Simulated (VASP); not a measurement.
**Al47CuN48 (a cell with a defect): single point with PBE**

The system is Al47CuN48 (a cell with a defect).

```
Al N Cu
1.0
     9.38927    5.42090    0.00000
    -9.38927    5.42090    0.00000
     0.00000    0.00000   10.03481
Al N Cu
47 48 1
Direct
  0.99984 0.16636 0.24991
  0.16649 0.00076 0.25091
  0.33334 0.33431 0.25050
  0.00271 0.33528 0.49849
  0.16876 0.16925 0.49849
  0.33328 0.00047 0.49881
  0.00071 0.16723 0.74844
  0.16674 0.99998 0.74900
  0.33335 0.33406 0.74884
  0.99959 0.33310 0.99949
  0.16658 0.16609 0.99949
  0.33332 0.99975 0.99972
  0.00108 0.66671 0.25091
  0.16780 0.49986 0.25050
  0.33333 0.83334 0.24991
  0.99997 0.83317 0.49987
  0.16720 0.66435 0.49849
  0.00003 0.66645 0.74901
  0.16753 0.49988 0.74881
  0.33334 0.83248 0.74844
  0.99999 0.83318 0.99992
  0.16633 0.66659 0.99950
  0.33334 0.49985 0.99290
  0.50019 0.16760 0.25091
  0.66558 0.99894 0.25089
  0.83425 0.33300 0.25091
  0.49784 0.33374 0.49848
  0.66663 0.16647 0.49987
  0.83260 0.99912 0.49877
  0.49992 0.16655 0.74900
  0.66663 0.99973 0.74900
  0.83346 0.33327 0.74901
  0.50009 0.33284 0.99951
  0.66666 0.16650 0.99992
  0.83340 0.99991 0.99973
  0.49884 0.66536 0.25056
  0.66683 0.49984 0.24992
  0.83242 0.83208 0.25089
  0.49935 0.83041 0.49849
  0.66390 0.66587 0.49848
  0.83395 0.49980 0.49884
  0.49915 0.66568 0.74884
  0.66594 0.49986 0.74842
  0.83321 0.83316 0.74900
  0.50033 0.83358 0.99952
  0.66707 0.66683 0.99953
  0.83323 0.49984 0.99971
  0.99886 0.16539 0.44015
  0.16530 0.99783 0.44098
  0.33332 0.31857 0.43332
  0.99876 0.33138 0.18862
  0.16487 0.16525 0.18862
  0.33330 0.00075 0.19034
  0.99971 0.16622 0.93936
  0.16656 0.99902 0.93989
  0.33337 0.32982 0.94142
  0.99898 0.33273 0.69045
  0.16622 0.16550 0.69045
  0.33329 0.99977 0.69019
  0.99929 0.66790 0.44100
  0.15202 0.49984 0.43332
  0.33329 0.83425 0.44016
  0.99996 0.83315 0.19022
  0.16720 0.66828 0.18862
  0.33331 0.49981 0.18479
  0.99930 0.66668 0.93990
  0.16330 0.49988 0.94141
  0.33337 0.83351 0.93937
  0.99997 0.83316 0.69097
  0.16606 0.66695 0.69043
  0.33334 0.49986 0.71448
  0.50136 0.16582 0.44098
  0.66730 0.00187 0.44096
  0.83130 0.33180 0.44100
  0.50178 0.33371 0.18863
  0.66664 0.16648 0.19022
  0.83239 0.99889 0.19034
  0.50016 0.16581 0.93989
  0.66741 0.00071 0.93989
  0.83251 0.33307 0.93991
  0.50042 0.33257 0.69044
  0.66664 0.16649 0.69097
  0.83334 0.99986 0.69015
  0.51452 0.68105 0.43338
  0.66773 0.49982 0.44015
  0.83533 0.83380 0.44096
  0.49942 0.83436 0.18865
  0.66785 0.66592 0.18865
  0.83424 0.49981 0.19034
  0.50341 0.66992 0.94142
  0.66699 0.49988 0.93937
  0.83419 0.83392 0.93989
  0.50057 0.83419 0.69044
  0.66767 0.66708 0.69045
  0.83324 0.49981 0.69021
  0.33315 0.49970 0.50899
```

| Property | Result |
| --- | --- |
| Program | VASP 6.6.1 |
| Task | single point |
| Functional | PBE |
| Potentials or basis | VASP PAW PBE potentials, release 64 (Al, N, Cu) |
| Cutoff | 520 eV |
| k mesh | 1 × 1 × 1, shifted |
| Occupations | fermi-dirac, width 0.01 eV |
| Spin | no spin polarisation |
| Dipole correction | no |
| Charge | -2 |
| Further INCAR settings | LREAL = Auto; ALGO = Normal; EDIFF = 1e-06; NBANDS = 250; ISYM = -1; NELECT = 394.0 |

```json
{"Largest force": "0.023 eV/Å"}
```

Forces on the atoms (eV/Å):
```
Al   0.001  0.004 -0.001
Al   0.001  0.002  0.001
Al   0.003  0.001  0.003
Al  -0.001 -0.001 -0.002
Al   0.003 -0.002 -0.004
Al  -0.002  0.000  0.004
Al   0.002  0.000 -0.004
Al   0.001  0.001  0.002
Al   0.000  0.003  0.009
Al   0.000 -0.002  0.003
Al   0.001  0.000  0.001
Al  -0.001  0.001  0.003
Al   0.002  0.002  0.001
Al   0.001  0.002  0.004
Al   0.002  0.001  0.002
Al   0.001 -0.003  0.002
Al  -0.001 -0.002 -0.003
Al   0.003  0.002  0.004
Al   0.002  0.004  0.007
Al   0.001  0.002 -0.001
Al   0.001 -0.001  0.002
Al  -0.001 -0.001  0.004
Al   0.000 -0.004 -0.005
Al   0.001  0.000  0.000
Al   0.000  0.000  0.002
Al   0.002  0.003  0.002
Al  -0.002 -0.004 -0.002
Al  -0.003 -0.002  0.003
Al   0.000 -0.005  0.004
Al  -0.001  0.002  0.003
Al   0.003  0.001  0.003
Al   0.001  0.000  0.003
Al  -0.001 -0.003  0.000
Al  -0.001  0.000  0.002
Al   0.000  0.000  0.002
Al   0.001  0.004  0.001
Al   0.001  0.002  0.001
Al  -0.001  0.000  0.002
Al   0.003  0.004 -0.003
Al  -0.005  0.002 -0.003
Al  -0.001 -0.001 -0.001
Al   0.000  0.003  0.006
Al   0.003  0.002  0.002
Al  -0.001  0.001  0.002
Al   0.001 -0.002  0.002
Al  -0.002 -0.002  0.000
Al   0.003  0.001  0.005
N    0.001  0.005 -0.001
N   -0.003  0.002  0.000
N    0.021 -0.004 -0.006
N    0.000 -0.004 -0.001
N   -0.004 -0.003 -0.002
N   -0.001 -0.001 -0.001
N   -0.001  0.001 -0.001
N   -0.001  0.001 -0.002
N    0.002 -0.001  0.000
N   -0.001 -0.002 -0.001
N   -0.003 -0.002 -0.001
N    0.001  0.000  0.000
N   -0.002 -0.001 -0.001
N   -0.020 -0.005 -0.007
N    0.002  0.002  0.002
N   -0.001 -0.001 -0.002
N   -0.003 -0.002 -0.001
N   -0.003 -0.003 -0.001
N    0.000  0.001 -0.004
N    0.000  0.000  0.000
N    0.000 -0.001 -0.002
N    0.000  0.000 -0.002
N    0.001 -0.004 -0.003
N    0.000 -0.005  0.017
N    0.006  0.000  0.002
N   -0.003  0.001  0.002
N    0.000  0.003 -0.001
N   -0.001 -0.003 -0.002
N   -0.001 -0.001 -0.002
N   -0.001 -0.002  0.000
N    0.000  0.001 -0.002
N    0.000 -0.001  0.000
N    0.000  0.001 -0.004
N   -0.002 -0.004 -0.005
N    0.000  0.000 -0.002
N    0.000  0.000  0.001
N    0.002  0.023 -0.004
N    0.001  0.003  0.004
N    0.003  0.006  0.002
N   -0.002 -0.004 -0.001
N   -0.002 -0.002 -0.002
N   -0.002 -0.002 -0.002
N    0.000  0.005  0.000
N    0.000  0.000 -0.002
N    0.000 -0.001  0.000
N   -0.001 -0.005 -0.003
N   -0.001 -0.003 -0.006
N   -0.001  0.000 -0.001
Cu   0.000  0.001 -0.015
```

Levels at points of the mesh, in eV from the Fermi level:
```
           k point  band 193  band 194  band 195  band 196  band 197  band 198  band 199  band 200  band 201  band 202
(0.25, 0.25, 0.25)     -0.88     -0.88     -0.36     -0.34     -0.27      2.54      2.79      2.96      2.99      3.04
```

Run time: 17 min on 1 thread of Intel(R) Xeon(R) Platinum 8259CL CPU @ 2.50GHz (Skylake/Cascade Lake), with other jobs on the host, peak memory 1.1 GiB.

Caveat: the cell carries a net charge on a neutralising background, which shifts energy and pressure; the cell is charged against a uniform background, so pressure and absolute levels hang on convention.
